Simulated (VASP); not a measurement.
# SiC (rocksalt type) (Fm-3m) in VASP: a series of runs, part 2 of 2

VASP 6.6.1.

### Step 4. Relaxation of cell and atoms, PBE

This run uses another cell than the first one, of 10.00 Å³/atom.

INCAR reads:

```
SYSTEM = SiC
PREC = Accurate
ENCUT = 600
EDIFF = 1E-6
ISMEAR = -1
SIGMA = 0.1
LREAL = .False.
LASPH = .True.
NELM = 60
ALGO = Normal
ISIF = 3
LWAVE = .False.
LCHARG = .False.
GGA = PE
IBRION = 2
NSW = 60
EDIFFG = -0.005
```

KPOINTS reads:

```
Automatic mesh
0
Gamma
  16 16 16
  0 0 0
```

POSCAR reads:

```
SiC
1.0
    0.0000000000      2.1544346900      2.1544346900
    2.1544346900      0.0000000000      2.1544346900
    2.1544346900      2.1544346900      0.0000000000
Si C
1 1
Direct
    0.0000000000      0.0000000000      0.0000000000
    0.5000000000      0.5000000000      0.5000000000
```

Potentials or basis: VASP PAW PBE potentials, release 64 (Si, C).

Launch:

```sh
cat potpaw_PBE.64/Si/POTCAR potpaw_PBE.64/C/POTCAR > POTCAR
mpirun -np 1 vasp_std > vasp.out
```

OUTCAR:

```text
SYSTEM = SiC
   PREC = Accurate
   ENCUT = 600
   EDIFF = 1E-6
   ISMEAR = -1
   LREAL = .False.
   LASPH = .True.
   NELM = 60
   ISIF = 3
   GGA = PE
   IBRION = 2
   NSW = 60
   EDIFFG = -0.005

 ion  position               nearest neighbor table
   1  0.000  0.000  0.000-   2 2.15   2 2.15   2 2.15   2 2.15   2 2.15   2 2.15
   2  0.500  0.500  0.500-   1 2.15   1 2.15   1 2.15   1 2.15   1 2.15   1 2.15

  LATTYP: Found a face centered cubic cell.
 ALAT       =     4.3088693800

  Lattice vectors:

 A1 = (   0.0000000000,   2.1544346900,   2.1544346900)
 A2 = (   2.1544346900,   0.0000000000,   2.1544346900)
 A3 = (   2.1544346900,   2.1544346900,   0.0000000000)

Analysis of symmetry for initial positions (statically):
=====================================================================
 Subroutine PRICEL returns:
 Original cell was already a primitive cell.

 Routine SETGRP: Setting up the symmetry group for a
 face centered cubic supercell.

 Subroutine GETGRP returns: Found 48 space group operations
 (whereof 48 operations were pure point group operations)
 out of a pool of 48 trial point group operations.

The static configuration has the point symmetry O_h .

Analysis of symmetry for dynamics (positions and initial velocities):
=====================================================================
 Subroutine PRICEL returns:
 Original cell was already a primitive cell.

 Routine SETGRP: Setting up the symmetry group for a
 face centered cubic supercell.

 Subroutine GETGRP returns: Found 48 space group operations
 (whereof 48 operations were pure point group operations)
 out of a pool of 48 trial point group operations.

The dynamic configuration has the point symmetry O_h .

 Subroutine INISYM returns: Found 48 space group operations
 (whereof 48 operations are pure point group operations),
 and found     1 'primitive' translations

----------------------------------------------------------------------------------------

                                     Primitive cell

  volume of cell :      20.0000

  direct lattice vectors                    reciprocal lattice vectors
     0.000000000  2.154434690  2.154434690    -0.232079442  0.232079442  0.232079442
     2.154434690  0.000000000  2.154434690     0.232079442 -0.232079442  0.232079442
     2.154434690  2.154434690  0.000000000     0.232079442  0.232079442 -0.232079442

  length of vectors
     3.046830758  3.046830758  3.046830758     0.401973384  0.401973384  0.401973384

  position of ions in fractional coordinates (direct lattice)
     0.000000000  0.000000000  0.000000000
     0.500000000  0.500000000  0.500000000

  ion indices of the primitive-cell ions
   primitive index   ion index
                 1           1
                 2           2

----------------------------------------------------------------------------------------

 KPOINTS: Automatic mesh

Automatic generation of k-mesh.
 Grid dimensions read from file:
 generate k-points for:   16   16   16

 Generating k-lattice:

  Cartesian coordinates                     Fractional coordinates (reciprocal lattice)
    -0.014504965  0.014504965  0.014504965     0.062500000  0.000000000  0.000000000
     0.014504965 -0.014504965  0.014504965     0.000000000  0.062500000  0.000000000
     0.014504965  0.014504965 -0.014504965     0.000000000  0.000000000  0.062500000

  Length of vectors
     0.025123337  0.025123337  0.025123337

  Shift w.r.t. Gamma in fractional coordinates (k-lattice)
     0.000000000  0.000000000  0.000000000

 Subroutine IBZKPT returns following result:
 ===========================================

 Found    145 irreducible k-points:

 Following reciprocal coordinates:
            Coordinates               Weight
  0.000000  0.000000  0.000000      1.000000
  0.062500  0.000000  0.000000      8.000000
  0.125000  0.000000  0.000000      8.000000
  0.187500  0.000000  0.000000      8.000000
  0.250000  0.000000  0.000000      8.000000
  0.312500  0.000000  0.000000      8.000000
[... 16 lines left out ...]
 -0.125000  0.062500  0.000000     24.000000
 -0.062500  0.062500  0.000000     12.000000
 [... further k-points ...]
   k-points           NKPTS =    145   k-points in BZ     NKDIM =    145   number of bands    NBANDS=      8
   number of dos      NEDOS =    301   number of ions     NIONS =      2
   total plane-waves  NPLWV =  13824
   dimension x,y,z NGX =    24 NGY =   24 NGZ =   24
   dimension x,y,z NGXF=    48 NGYF=   48 NGZF=   48
   ions per type =               1   1
   NGX,Y,Z   is equivalent  to a cutoff of  13.10, 13.10, 13.10 a.u.
   NGXF,Y,Z  is equivalent  to a cutoff of  26.19, 26.19, 26.19 a.u.
 SYSTEM =  SiC
   PREC   = accura    normal or accurate (medium, high low for compatibility)
   ISTART =      0    job   : 0-new  1-cont  2-samecut
   ICHARG =      2    charge: 1-file 2-atom 10-const
   ISPIN  =      1    spin polarized calculation?
   LNONCOLLINEAR =      F non collinear calculations
   LSORBIT =      F    spin-orbit coupling
   LASPH  =      T    aspherical Exc in radial PAW
   ENCUT  =  600.0 eV  44.10 Ry    6.64 a.u.   6.09  6.09  6.09*2*pi/ulx,y,z
   NELM   =     60;   NELMIN=  2; NELMDL= -5     # of ELM steps
   EDIFF  = 0.1E-05   stopping-criterion for ELM
   LREAL  =      F    real-space projection
   EDIFFG = -.5E-02   stopping-criterion for IOM
   NSW    =     60    number of steps for IOM
   IBRION =      2    ionic relax: 0-MD 1-quasi-New 2-CG
   NFREE  =      1    steps in history (QN), initial steepest desc. (CG)
   ISIF   =      3    stress and relaxation
   ISYM   =      2    0-nonsym 1-usesym 2-fastsym
   POTIM  = 0.5000    time-step for ionic-motion
   TEBEG  =    0.0;   TEEND  =   0.0 temperature during run
   PSTRESS=    0.0 pullay stress
   NELECT =       8.0000    total number of electrons
   NUPDOWN=      -1.0000    fix difference up-down
   EMIN   =  10.00;   EMAX   =-10.00  energy-range for DOS
   EFERMI =   0.00;   METHOD = LEGACY
   ISMEAR =    -1;   SIGMA  =   0.10  broadening in eV -4-tet -1-fermi 0-gaus
   EFERMI_NEDOS =   21; number of points for ismear=-14 and -15
   IALGO  =     38    algorithm
   IMIX   =      4    mixing-type and parameters
     AMIX     =   0.40;   BMIX     =  1.00
     AMIX_MAG =   1.60;   BMIX_MAG =  1.00
  volume/ion in A,a.u.               =      10.00        67.48
  Fermi-wavevector in a.u.,A,eV,Ry     =   1.206225  2.279434 19.796173  1.454978
  Thomas-Fermi vector in A             =   2.341898
   LORBIT       =      0    0 simple, 1 ext, 2 COOP (PROOUT), +10 PAW based schemes
   GGA     = PE    functional components
   LHFCALC =     F    Hartree Fock is set to
   AEXX    =    0.0000 exact exchange contribution
   IVDW    =     0    specifies the selected vdW correction
   LEPSILON=     F    determine dielectric tensor
   LRPA    =     F    only Hartree local field effects (RPA)
 conjugate gradient relaxation of ions
 non-spin polarized calculation
  energy-cutoff  :      600.00
  volume of cell :       20.00
 maximum number of plane-waves:       692
   NGX = 13   NGY = 13   NGZ = 13

--------------------------------------- Ionic step        1  -------------------------------------------

 number of electron       8.0000000 magnetization

 Free energy of the ion-electron system (eV)
  ---------------------------------------------------
  ext. energy  EPLUGINS =         0.00000000
  ---------------------------------------------------
  free energy    TOTEN  =       -13.23090219 eV

  energy without entropy =      -13.21103008  energy(sigma->0) =      -13.22096614

 E-fermi :   9.5522     XC(G=0): -11.8743

 val. band max:        9.5399739406   @ k =   0.1250   0.0000   0.0000
 cond. band min:       9.5628865236   @ k =   0.4375   0.3125   0.0000
 fundamental gap:      0.0229125829
 Fermi energy:         9.5522153033

 k-point     1 :       0.0000    0.0000    0.0000
  band No.  band energies     occupation
      1      -6.7246      2.00000
      2       9.6769      0.44648
      3       9.6769      0.44648
      4       9.6769      0.44647
      5      14.1009      0.00000
      6      18.5648      0.00000
      7      18.5648      0.00000
      8      18.5648      0.00000
[... 430 lines left out ...]
  energy  without entropy=      -13.5760515472  energy(sigma->0) =      -13.58100557

--------------------------------------- Ionic step        6  -------------------------------------------

 number of electron       8.0000000 magnetization

 Free energy of the ion-electron system (eV)
  ---------------------------------------------------
  ext. energy  EPLUGINS =         0.00000000
  ---------------------------------------------------
  free energy    TOTEN  =       -13.58601997 eV

  energy without entropy =      -13.57620753  energy(sigma->0) =      -13.58111375

 E-fermi :  12.2505     XC(G=0): -12.6655

 val. band max:       12.2302862683   @ k =   0.0625   0.0000   0.0000
 cond. band min:      12.2894950394   @ k =   0.0000   0.0000   0.0000
 fundamental gap:      0.0592087711
 Fermi energy:        12.2505154890

 k-point     1 :       0.0000    0.0000    0.0000
  band No.  band energies     occupation
      1      -6.0953      2.00000
      2      12.2895      0.80753
      3      12.2895      0.80753
      4      12.2895      0.80753
      5      19.6346      0.00000
      6      21.2341      0.00000
      7      21.2341      0.00000
      8      21.2341      0.00000
[... 282 lines left out ...]
  FREE ENERGIE OF THE ION-ELECTRON SYSTEM (eV)
  ---------------------------------------------------
  free  energy   TOTEN  =       -13.5860199742 eV

  energy  without entropy=      -13.5762075260  energy(sigma->0) =      -13.58111375

 reached required accuracy - stopping structural energy minimisation
```

Wall time 69 s (1 thread of Intel Xeon 8259CL, shared host); peak memory 0.16 GiB.

What came out:

| Quantity | Value |
| --- | --- |
| Free energy | -13.5860 eV |
| Relaxed volume | 8.35 Å³/atom |
| Relaxed cell | a = 2.870 Å, b = 2.870 Å, c = 2.870 Å, α = 60.00°, β = 60.00°, γ = 60.00° |
| Space group after relaxing (to 0.1 Å) | Fm-3m (No. 225) |
| Energy gained by relaxing | 177.6 meV/atom |
| Ionic steps | 6 |
| Pressure after relaxing | 0.0 GPa |
| Band gap on the k mesh | zero (bands 4 and 5 overlap by 1.05 eV) |

Step by step:
```
step  energy change (eV)  largest force (eV/Å)  pressure (GPa)  volume (Å³)
   1              0.0000                0.0000          -29.10        20.00
   2             -0.2320                0.0000           28.47        15.19
   3             -0.3551                0.0000           -0.13        16.72
   4             -0.3550                0.0000            0.76        16.66
   5             -0.3551                0.0000           -0.52        16.75
   6             -0.3551                0.0000            0.00        16.71
```

Final structure:
```
Si C
1.0
     0.00000    2.02910    2.02910
     2.02910    0.00000    2.02910
     2.02910    2.02910    0.00000
Si C
1 1
Direct
  0.00000 0.00000 0.00000
  0.50000 0.50000 0.50000
```

Levels at points of the mesh, in eV from the Fermi level:
```csv
k point,band 1,band 2,band 3,band 4,band 5,band 6,band 7,band 8
"(0.00, 0.00, 0.00)",-18.35,0.04,0.04,0.04,7.38,8.98,8.98,8.98
"(0.50, 0.00, 0.00)",-13.20,-11.45,-0.99,-0.99,5.27,5.27,5.91,9.56
"(0.50, 0.50, 0.00)",-11.45,-9.70,-4.24,-4.24,-0.94,2.61,14.77,14.77
```

Caveat: the volume moved by over 15 % at a fixed basis, so the end points are rough.

### Step 5. The runs side by side

```csv
cell,k mesh,gap on the mesh (eV),pressure (GPa)
"relaxed to 100 GPa from a = 2.642 Å, angles 60.0°, 2 atoms",17 × 17 × 17,0.85,100.0
"relaxed to 100 GPa from a = 2.648 Å, angles 60.0°, 2 atoms",17 × 17 × 17,0.85,100.0
"relaxed from a = 3.047 Å, angles 60.0°, 2 atoms",16 × 16 × 16,none,0.0
```

Alike in all rows: task relaxation of cell and atoms; level PBE; potentials or basis VASP PAW PBE potentials, release 64 (Si, C); no spin polarisation; cutoff (eV) 600; smearing fermi-dirac 0.1 eV.

Caveats: the cell is relaxed towards a set pressure, so the run minimises the enthalpy, not the energy (at least some runs); an odd mesh through Γ misses points on the zone boundary, where band edges can lie (at least some runs); the volume moved by over 15 % at a fixed basis, so the end points are rough (at least some runs).

Total energies depend on the potentials used, so only differences within one code and one set of settings carry meaning.
